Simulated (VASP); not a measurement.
# NaF (Fm-3m) in VASP: a series of runs

Runs on NaF. Level: PBE. Tasks: single point, relaxation of cell and atoms.

Program: VASP 6.6.1. These are calculated values, not measurements. Logs are shortened: lines on timing, memory, paths and dates and some standing lists are left out, and cuts for length are marked.

**1. The cell of the first run**

The structure is cubic, space group Fm-3m (No. 225). The conventional cell has a = 4.430 Å, b = 4.430 Å, c = 4.430 Å, α = 90.00°, β = 90.00°, γ = 90.00°. Na (site symmetry m-3m) has 6 F at 2.21 Å within 2.9 Å. F (site symmetry m-3m) has 6 Na at 2.21 Å within 2.9 Å.

**2. Single point, PBE**

File INCAR:

```
PREC = Accurate
ENCUT = 520
EDIFF = 1E-7
ISMEAR = 0
SIGMA = 0.02
LREAL = False
LASPH = True
NELM = 100
ALGO = Normal
ISIF = 2
LWAVE = False
LCHARG = False
GGA = PE
NBANDS = 14
```

File KPOINTS:

```
regular mesh
0
Gamma
  10 10 10
```

File POSCAR:

```
NaF
1.0
    0.0000000000      2.2149114076      2.2149114076
    2.2149114076      0.0000000000      2.2149114076
    2.2149114076      2.2149114076      0.0000000000
Na F
1 1
Direct
    0.0000000000      0.0000000000      0.0000000000
    0.5000000000      0.5000000000      0.5000000000
```

Potentials or basis: VASP PAW PBE potentials, release 64 (Na_pv, F).

On the command line:

```console
cat potpaw_PBE.64/Na_pv/POTCAR potpaw_PBE.64/F/POTCAR > POTCAR
mpirun -np 1 vasp_std > vasp.out
```

OUTCAR:

```text
PREC = Accurate
   ENCUT = 520
   EDIFF = 1E-7
   ISMEAR = 0
   LREAL = False
   LASPH = True
   NELM = 100
   ISIF = 2
   GGA = PE

 ion  position               nearest neighbor table
   1  0.000  0.000  0.000-   2 2.21   2 2.21   2 2.21   2 2.21   2 2.21   2 2.21
   2  0.500  0.500  0.500-   1 2.21   1 2.21   1 2.21   1 2.21   1 2.21   1 2.21

  LATTYP: Found a face centered cubic cell.
 ALAT       =     4.4298228152

  Lattice vectors:

 A1 = (   0.0000000000,   2.2149114076,   2.2149114076)
 A2 = (   2.2149114076,   0.0000000000,   2.2149114076)
 A3 = (   2.2149114076,   2.2149114076,   0.0000000000)

Analysis of symmetry for initial positions (statically):
=====================================================================
 Subroutine PRICEL returns:
 Original cell was already a primitive cell.

 Routine SETGRP: Setting up the symmetry group for a
 face centered cubic supercell.

 Subroutine GETGRP returns: Found 48 space group operations
 (whereof 48 operations were pure point group operations)
 out of a pool of 48 trial point group operations.

The static configuration has the point symmetry O_h .

Analysis of symmetry for dynamics (positions and initial velocities):
=====================================================================
 Subroutine PRICEL returns:
 Original cell was already a primitive cell.

 Routine SETGRP: Setting up the symmetry group for a
 face centered cubic supercell.

 Subroutine GETGRP returns: Found 48 space group operations
 (whereof 48 operations were pure point group operations)
 out of a pool of 48 trial point group operations.

The dynamic configuration has the point symmetry O_h .

 Subroutine INISYM returns: Found 48 space group operations
 (whereof 48 operations are pure point group operations),
 and found     1 'primitive' translations

----------------------------------------------------------------------------------------

                                     Primitive cell

  volume of cell :      21.7320

  direct lattice vectors                    reciprocal lattice vectors
     0.000000000  2.214911408  2.214911408    -0.225742663  0.225742663  0.225742663
     2.214911408  0.000000000  2.214911408     0.225742663 -0.225742663  0.225742663
     2.214911408  2.214911408  0.000000000     0.225742663  0.225742663 -0.225742663

  length of vectors
     3.132357752  3.132357752  3.132357752     0.390997762  0.390997762  0.390997762

[... 84 lines left out ...]
   IBRION =     -1    ionic relax: 0-MD 1-quasi-New 2-CG
   NFREE  =      0    steps in history (QN), initial steepest desc. (CG)
   ISIF   =      2    stress and relaxation
   ISYM   =      2    0-nonsym 1-usesym 2-fastsym
   POTIM  = 0.5000    time-step for ionic-motion
   TEBEG  =    0.0;   TEEND  =   0.0 temperature during run
   PSTRESS=    0.0 pullay stress
   NELECT =      14.0000    total number of electrons
   NUPDOWN=      -1.0000    fix difference up-down
   EMIN   =  10.00;   EMAX   =-10.00  energy-range for DOS
   EFERMI =   0.00;   METHOD = LEGACY
   ISMEAR =     0;   SIGMA  =   0.02  broadening in eV -4-tet -1-fermi 0-gaus
   EFERMI_NEDOS =   21; number of points for ismear=-14 and -15
   IALGO  =     38    algorithm
   IMIX   =      4    mixing-type and parameters
     AMIX     =   0.40;   BMIX     =  1.00
     AMIX_MAG =   1.60;   BMIX_MAG =  1.00
  volume/ion in A,a.u.               =      10.87        73.33
  Fermi-wavevector in a.u.,A,eV,Ry     =   1.413897  2.671878 27.199477  1.999105
  Thomas-Fermi vector in A             =   2.535495
   LORBIT       =      0    0 simple, 1 ext, 2 COOP (PROOUT), +10 PAW based schemes
   GGA     = PE    functional components
   LHFCALC =     F    Hartree Fock is set to
   AEXX    =    0.0000 exact exchange contribution
   IVDW    =     0    specifies the selected vdW correction
   LEPSILON=     F    determine dielectric tensor
   LRPA    =     F    only Hartree local field effects (RPA)
 non-spin polarized calculation
 Gauss-broadening in eV      SIGMA  =   0.02
  energy-cutoff  :      520.00
  volume of cell :       21.73
 maximum number of plane-waves:       600
   NGX = 11   NGY = 11   NGZ = 11

 number of electron      14.0000010 magnetization

 Free energy of the ion-electron system (eV)
  ---------------------------------------------------
  ext. energy  EPLUGINS =         0.00000000
  ---------------------------------------------------
  free energy    TOTEN  =        -8.42929403 eV

  energy without entropy =       -8.42929403  energy(sigma->0) =       -8.42929403

 E-fermi :  -1.3097     XC(G=0):  -9.8198

 val. band max:       -1.4275410552   @ k =   0.0000   0.0000   0.0000
 cond. band min:       5.6690887212   @ k =   0.0000   0.0000   0.0000
 fundamental gap:      7.0966297764
 Fermi energy:        -1.3096747254

 k-point     1 :       0.0000    0.0000    0.0000
  band No.  band energies     occupation
      1     -20.8579      2.00000
      2     -19.9954      2.00000
      3     -19.9954      2.00000
      4     -19.9954      2.00000
      5      -1.4275      2.00000
      6      -1.4275      2.00000
      7      -1.4275      2.00000
      8       5.6691      0.00000
      9      18.5180      0.00000
     10      18.5180      0.00000
     11      18.5180      0.00000
     12      21.6754      0.00000
     13      24.0087      0.00000
     14      24.0087      0.00000
[... 377 lines left out ...]
      1     -20.9746      2.00000
      2     -20.0713      2.00000
      3     -20.0578      2.00000
      4     -19.7161      2.00000
      5      -2.8183      2.00000
      6      -1.8808      2.00000
      7      -1.8134      2.00000
      8      10.2547      0.00000
      9      12.9900      0.00000
     10      16.7918      0.00000
     11      19.8421      0.00000
     12      19.9066      0.00000
     13      26.3178      0.00000
     14      26.9414      0.00000

 [... further k-points ...]
[... 5 lines left out ...]
  --------------------------------------------------------------------------------------
  -------------------------------------------------------------------------------------
  Total        1.6347247      1.6347247      1.6347247     -0.0000000     -0.0000000      0.0000000
  in kB      120.5191725    120.5191725    120.5191725     -0.0000000     -0.0000000      0.0000000
  external PRESSURE =     120.5191725 kB  Pullay stress =       0.0000000 kB

 VOLUME and BASIS-vectors are now :
 -----------------------------------------------------------------------------
  energy-cutoff  :      520.00
  volume of cell :       21.73
      direct lattice vectors                 reciprocal lattice vectors
     0.000000000  2.214911408  2.214911408    -0.225742663  0.225742663  0.225742663
     2.214911408  0.000000000  2.214911408     0.225742663 -0.225742663  0.225742663
     2.214911408  2.214911408  0.000000000     0.225742663  0.225742663 -0.225742663

 POSITION                                       TOTAL-FORCE (eV/Angst)
 -----------------------------------------------------------------------------------
      0.00000      0.00000      0.00000        -0.000000     -0.000000     -0.000000
      2.21491      2.21491      2.21491         0.000000      0.000000      0.000000
 -----------------------------------------------------------------------------------
    total drift:                                0.000000     -0.000000      0.000000

  FREE ENERGIE OF THE ION-ELECTRON SYSTEM (eV)
  ---------------------------------------------------
  free  energy   TOTEN  =        -8.4292940280 eV

  energy  without entropy=       -8.4292940280  energy(sigma->0) =       -8.42929403
```

stdout:

```text
POSCAR found type information on POSCAR NaF
 POSCAR found :  2 types and       2 ions
 scaLAPACK will be used
 LDA part: xc-table for (Slater+PW92), standard interpolation
 POSCAR, INCAR and KPOINTS ok, starting setup
 FFT: planning ... GRIDC
 FFT: planning ... GRID_SOFT
 FFT: planning ... GRID
 WAVECAR not read
 entering main loop
```

Wall time 7.6 s (1 thread of Intel Xeon Platinum 8488C (Sapphire Rapids), shared host); peak memory 0.14 GiB.

What came out:

- Free energy: -8.4293 eV
- Pressure: 12.1 GPa
- Band gap on the k mesh: 7.10 eV, direct

**3. Single point, PBE**

File INCAR:

```
SYSTEM = NaF
  PREC = Accurate
  ENCUT = 520
  EDIFF = 1E-6
  ISMEAR = 0
  SIGMA = 0.02
  LREAL = .False.
  LASPH = .True.
  NELM = 100
  ALGO = Normal
  ISIF = 2
  LWAVE = .False.
  LCHARG = .True.
  GGA = PE
  LELF = .True.
  LVHAR = .True.
  NBANDS = 14
```

File KPOINTS:

```
Automatic mesh
0
Gamma
  10 10 10
  0 0 0
```

POSCAR is that of step 2.

Potentials or basis: VASP PAW PBE potentials, release 64 (Na_pv, F).

On the command line:

```console
cat potpaw_PBE.64/Na_pv/POTCAR potpaw_PBE.64/F/POTCAR > POTCAR
mpirun -np 1 vasp_std > vasp.out
```

OUTCAR:

```text
SYSTEM = NaF
   PREC = Accurate
   ENCUT = 520
   EDIFF = 1E-6
   ISMEAR = 0
   LREAL = .False.
   LASPH = .True.
   NELM = 100
   ISIF = 2
   GGA = PE

 ion  position               nearest neighbor table
   1  0.000  0.000  0.000-   2 2.21   2 2.21   2 2.21   2 2.21   2 2.21   2 2.21
   2  0.500  0.500  0.500-   1 2.21   1 2.21   1 2.21   1 2.21   1 2.21   1 2.21

  LATTYP: Found a face centered cubic cell.
 ALAT       =     4.4298228152

  Lattice vectors:

 A1 = (   0.0000000000,   2.2149114076,   2.2149114076)
 A2 = (   2.2149114076,   0.0000000000,   2.2149114076)
 A3 = (   2.2149114076,   2.2149114076,   0.0000000000)

Analysis of symmetry for initial positions (statically):
=====================================================================
 Subroutine PRICEL returns:
 Original cell was already a primitive cell.

 Routine SETGRP: Setting up the symmetry group for a
 face centered cubic supercell.

 Subroutine GETGRP returns: Found 48 space group operations
 (whereof 48 operations were pure point group operations)
 out of a pool of 48 trial point group operations.

The static configuration has the point symmetry O_h .

Analysis of symmetry for dynamics (positions and initial velocities):
=====================================================================
 Subroutine PRICEL returns:
 Original cell was already a primitive cell.

 Routine SETGRP: Setting up the symmetry group for a
 face centered cubic supercell.

 Subroutine GETGRP returns: Found 48 space group operations
 (whereof 48 operations were pure point group operations)
 out of a pool of 48 trial point group operations.

The dynamic configuration has the point symmetry O_h .

 Subroutine INISYM returns: Found 48 space group operations
 (whereof 48 operations are pure point group operations),
 and found     1 'primitive' translations

----------------------------------------------------------------------------------------

                                     Primitive cell

  volume of cell :      21.7320

  direct lattice vectors                    reciprocal lattice vectors
     0.000000000  2.214911408  2.214911408    -0.225742663  0.225742663  0.225742663
     2.214911408  0.000000000  2.214911408     0.225742663 -0.225742663  0.225742663
     2.214911408  2.214911408  0.000000000     0.225742663  0.225742663 -0.225742663

  length of vectors
     3.132357752  3.132357752  3.132357752     0.390997762  0.390997762  0.390997762

  position of ions in fractional coordinates (direct lattice)
     0.000000000  0.000000000  0.000000000
     0.500000000  0.500000000  0.500000000

  ion indices of the primitive-cell ions
   primitive index   ion index
                 1           1
                 2           2

----------------------------------------------------------------------------------------

 KPOINTS: Automatic mesh

Automatic generation of k-mesh.
 Grid dimensions read from file:
 generate k-points for:   10   10   10

 Generating k-lattice:

  Cartesian coordinates                     Fractional coordinates (reciprocal lattice)
    -0.022574266  0.022574266  0.022574266     0.100000000  0.000000000  0.000000000
     0.022574266 -0.022574266  0.022574266     0.000000000  0.100000000  0.000000000
     0.022574266  0.022574266 -0.022574266     0.000000000  0.000000000  0.100000000

  Length of vectors
     0.039099776  0.039099776  0.039099776

  Shift w.r.t. Gamma in fractional coordinates (k-lattice)
     0.000000000  0.000000000  0.000000000

 Subroutine IBZKPT returns following result:
 ===========================================

 Found     47 irreducible k-points:

 Following reciprocal coordinates:
            Coordinates               Weight
  0.000000  0.000000  0.000000      1.000000
  0.100000  0.000000  0.000000      8.000000
  0.200000  0.000000  0.000000      8.000000
  0.300000  0.000000  0.000000      8.000000
  0.400000  0.000000  0.000000      8.000000
  0.500000  0.000000  0.000000      4.000000
[... 16 lines left out ...]
  0.300000  0.300000  0.000000      6.000000
  0.400000  0.300000  0.000000     24.000000
 [... further k-points ...]
   k-points           NKPTS =     47   k-points in BZ     NKDIM =     47   number of bands    NBANDS=     14
   number of dos      NEDOS =    301   number of ions     NIONS =      2
   total plane-waves  NPLWV =  13824
   dimension x,y,z NGX =    24 NGY =   24 NGZ =   24
   dimension x,y,z NGXF=    48 NGYF=   48 NGZF=   48
   ions per type =               1   1
   NGX,Y,Z   is equivalent  to a cutoff of  12.74, 12.74, 12.74 a.u.
   NGXF,Y,Z  is equivalent  to a cutoff of  25.48, 25.48, 25.48 a.u.
 SYSTEM =  NaF
   PREC   = accura    normal or accurate (medium, high low for compatibility)
   ISTART =      0    job   : 0-new  1-cont  2-samecut
   ICHARG =      2    charge: 1-file 2-atom 10-const
   ISPIN  =      1    spin polarized calculation?
   LNONCOLLINEAR =      F non collinear calculations
   LSORBIT =      F    spin-orbit coupling
   LASPH  =      T    aspherical Exc in radial PAW
   ENCUT  =  520.0 eV  38.22 Ry    6.18 a.u.   5.82  5.82  5.82*2*pi/ulx,y,z
   NELM   =    100;   NELMIN=  2; NELMDL= -5     # of ELM steps
   EDIFF  = 0.1E-05   stopping-criterion for ELM
   LREAL  =      F    real-space projection
   EDIFFG = 0.1E-04   stopping-criterion for IOM
   NSW    =      0    number of steps for IOM
   IBRION =     -1    ionic relax: 0-MD 1-quasi-New 2-CG
   NFREE  =      0    steps in history (QN), initial steepest desc. (CG)
   ISIF   =      2    stress and relaxation
   ISYM   =      2    0-nonsym 1-usesym 2-fastsym
   POTIM  = 0.5000    time-step for ionic-motion
   TEBEG  =    0.0;   TEEND  =   0.0 temperature during run
   PSTRESS=    0.0 pullay stress
   NELECT =      14.0000    total number of electrons
   NUPDOWN=      -1.0000    fix difference up-down
   EMIN   =  10.00;   EMAX   =-10.00  energy-range for DOS
   EFERMI =   0.00;   METHOD = LEGACY
   ISMEAR =     0;   SIGMA  =   0.02  broadening in eV -4-tet -1-fermi 0-gaus
   EFERMI_NEDOS =   21; number of points for ismear=-14 and -15
   IALGO  =     38    algorithm
   IMIX   =      4    mixing-type and parameters
     AMIX     =   0.40;   BMIX     =  1.00
     AMIX_MAG =   1.60;   BMIX_MAG =  1.00
  volume/ion in A,a.u.               =      10.87        73.33
  Fermi-wavevector in a.u.,A,eV,Ry     =   1.413897  2.671878 27.199477  1.999105
  Thomas-Fermi vector in A             =   2.535495
   LORBIT       =      0    0 simple, 1 ext, 2 COOP (PROOUT), +10 PAW based schemes
   GGA     = PE    functional components
   LHFCALC =     F    Hartree Fock is set to
   AEXX    =    0.0000 exact exchange contribution
   IVDW    =     0    specifies the selected vdW correction
   LEPSILON=     F    determine dielectric tensor
   LRPA    =     F    only Hartree local field effects (RPA)
 non-spin polarized calculation
 Gauss-broadening in eV      SIGMA  =   0.02
  energy-cutoff  :      520.00
  volume of cell :       21.73
 maximum number of plane-waves:       600
   NGX = 11   NGY = 11   NGZ = 11

 number of electron      14.0000010 magnetization

 Free energy of the ion-electron system (eV)
  ---------------------------------------------------
  ext. energy  EPLUGINS =         0.00000000
  ---------------------------------------------------
  free energy    TOTEN  =        -8.42929395 eV

  energy without entropy =       -8.42929395  energy(sigma->0) =       -8.42929395

 E-fermi :  -1.3096     XC(G=0):  -9.8199

 val. band max:       -1.4272028369   @ k =   0.0000   0.0000   0.0000
 cond. band min:       5.6689149510   @ k =   0.0000   0.0000   0.0000
 fundamental gap:      7.0961177879
 Fermi energy:        -1.3096322176

 k-point     1 :       0.0000    0.0000    0.0000
  band No.  band energies     occupation
      1     -20.8576      2.00000
      2     -19.9955      2.00000
      3     -19.9955      2.00000
      4     -19.9955      2.00000
      5      -1.4272      2.00000
      6      -1.4272      2.00000
      7      -1.4272      2.00000
      8       5.6689      0.00000
      9      18.5178      0.00000
     10      18.5178      0.00000
     11      18.5178      0.00000
     12      21.6748      0.00000
     13      24.0087      0.00000
     14      24.0087      0.00000
[... 375 lines left out ...]
 k-point    24 :       0.4000    0.3000    0.0000
  band No.  band energies     occupation
      1     -20.9744      2.00000
      2     -20.0714      2.00000
      3     -20.0579      2.00000
      4     -19.7161      2.00000
      5      -2.8181      2.00000
      6      -1.8805      2.00000
      7      -1.8131      2.00000
      8      10.2546      0.00000
      9      12.9897      0.00000
     10      16.7917      0.00000
     11      19.8421      0.00000
     12      19.9065      0.00000
     13      26.3179      0.00000
     14      26.9413      0.00000

 [... further k-points ...]
[... 5 lines left out ...]
  --------------------------------------------------------------------------------------
  -------------------------------------------------------------------------------------
  Total        1.6322358      1.6322358      1.6322358      0.0000000     -0.0000000      0.0000000
  in kB      120.3356747    120.3356747    120.3356747      0.0000000     -0.0000000      0.0000000
  external PRESSURE =     120.3356747 kB  Pullay stress =       0.0000000 kB

 VOLUME and BASIS-vectors are now :
 -----------------------------------------------------------------------------
  energy-cutoff  :      520.00
  volume of cell :       21.73
      direct lattice vectors                 reciprocal lattice vectors
     0.000000000  2.214911408  2.214911408    -0.225742663  0.225742663  0.225742663
     2.214911408  0.000000000  2.214911408     0.225742663 -0.225742663  0.225742663
     2.214911408  2.214911408  0.000000000     0.225742663  0.225742663 -0.225742663

 POSITION                                       TOTAL-FORCE (eV/Angst)
 -----------------------------------------------------------------------------------
      0.00000      0.00000      0.00000        -0.000000     -0.000000     -0.000000
      2.21491      2.21491      2.21491         0.000000      0.000000      0.000000
 -----------------------------------------------------------------------------------
    total drift:                                0.000000     -0.000000      0.000000

  FREE ENERGIE OF THE ION-ELECTRON SYSTEM (eV)
  ---------------------------------------------------
  free  energy   TOTEN  =        -8.4292939479 eV

  energy  without entropy=       -8.4292939479  energy(sigma->0) =       -8.42929395
```

OSZICAR:

```text
N       E                     dE             d eps       ncg     rms          rms(c)
DAV:   1     0.105117545169E+03    0.10512E+03   -0.76661E+03  1354   0.126E+03
DAV:   2    -0.464761877606E+01   -0.10977E+03   -0.10361E+03  1412   0.359E+02
DAV:   3    -0.928777040527E+01   -0.46402E+01   -0.46335E+01  1658   0.652E+01
DAV:   4    -0.932153454738E+01   -0.33764E-01   -0.33763E-01  1472   0.596E+00
DAV:   5    -0.932184449524E+01   -0.30995E-03   -0.30995E-03  1700   0.564E-01    0.548E+00
DAV:   6    -0.843574312026E+01    0.88610E+00   -0.28655E+00  1636   0.159E+01    0.171E+00
DAV:   7    -0.842782674722E+01    0.79164E-02   -0.31859E-02  1376   0.213E+00    0.104E+00
DAV:   8    -0.842888798429E+01   -0.10612E-02   -0.23820E-02  1394   0.280E+00    0.133E-01
DAV:   9    -0.842928261424E+01   -0.39463E-03   -0.30150E-03  1894   0.555E-01    0.791E-02
DAV:  10    -0.842929183285E+01   -0.92186E-05   -0.43580E-04  1394   0.264E-01    0.111E-02
DAV:  11    -0.842929428464E+01   -0.24518E-05   -0.13364E-05  1562   0.374E-02    0.218E-03
DAV:  12    -0.842929394793E+01    0.33671E-06   -0.12423E-06  1430   0.104E-02
   1 F= -.84292939E+01 E0= -.84292939E+01  d E =-.331990E-19
```

Run time: 8.5 s. Hardware: 1 thread of Intel Xeon Platinum 8488C (Sapphire Rapids), shared host; peak memory 0.14 GiB.

Results:

```yaml
Free_energy: -8.4293 eV
Pressure: 12.0 GPa
Band_gap_on_the_k_mesh: 7.10 eV, direct
```

A k mesh can miss the band edges. A hybrid or GW would open this gap; PBE tends to underestimate it.

[end of part 1 of 3]
